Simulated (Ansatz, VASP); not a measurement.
## PbSe in VASP and in Ansatz

POSCAR

```
PbSe
1.0
    0.0000000000      3.0606500000      3.0606500000
    3.0606500000      0.0000000000      3.0606500000
    3.0606500000      3.0606500000      0.0000000000
Pb Se
1 1
Direct
    0.0000000000      0.0000000000      0.0000000000
    0.5000000000      0.5000000000      0.5000000000
```

Contents of INCAR.step1:

```
SYSTEM = PbSe
ALGO = Normal
EDIFF = 1E-5
ENCUT = 550
GGA = PE
GGA_COMPAT = .FALSE.
ISMEAR = 0
LASPH = .TRUE.
LCHARG = .FALSE.
LREAL = .FALSE.
LWAVE = .TRUE.
NBANDS = 17
NELM = 120
PREC = Accurate
SIGMA = 0.01
```

INCAR.step2

```
SYSTEM = PbSe
ALGO = Normal
EDIFF = 1E-6
ENCUT = 550
GGA_COMPAT = .FALSE.
ISIF = 2
ISMEAR = 0
ISTART = 1
LASPH = .TRUE.
LCHARG = .FALSE.
LMIXTAU = .TRUE.
LREAL = .FALSE.
LWAVE = .FALSE.
METAGGA = R2SCAN
NBANDS = 17
NELM = 120
PREC = Accurate
SIGMA = 0.01
```

KPOINTS

```
k-points
0
G
  8 8 8
  0 0 0
```

Input for Ansatz:

```yaml
crystal:
  lattice:
    bravais: fcc
    a: 6.1213
  space_group: 225
  atoms:
    - { symbol: Pb, position: [0.0, 0.0, 0.0] }
    - { symbol: Se, position: [0.5, 0.0, 0.0] }
  reduce_to_primitive: true
kpoints:
  mp_grid:
    grid: [8, 8, 8]
hamiltonian:
  xc: r2scan
scf:
  n_extra_bands: 10
  occupations:
    method: fixed
output:
  dos:
    de: 0.05
    projected: true
```

Alike in both runs: task single point; functional r2SCAN; k mesh 8 × 8 × 8; no spin polarisation.

|  | VASP | Ansatz |
| --- | --- | --- |
| version | VASP 6.6.1 | Ansatz 0.2.0 |
| potentials or method | VASP PAW PBE potentials, release 64 (Pb_d, Se) | plane waves, PAW |
| plane-wave cutoff (eV) | 550 | 500 |
| occupations | gaussian, width 0.01 eV | fixed |
| valence electrons in the cell | 20 | 30 |

VASP gave:

| Item | Value |
| --- | --- |
| gap on the k mesh at the Fermi level (eV) | 0.58 |

Q: Estimate Ansatz's values.

A: gap on the k mesh at the Fermi level (eV): 0.57.

VASP's potentials were made for PBE, not for r2SCAN. VASP's potentials hold 20 valence electrons a cell and Ansatz's 30, so a difference there can come from the potentials and not from the codes.

Spin-orbit coupling is off throughout.
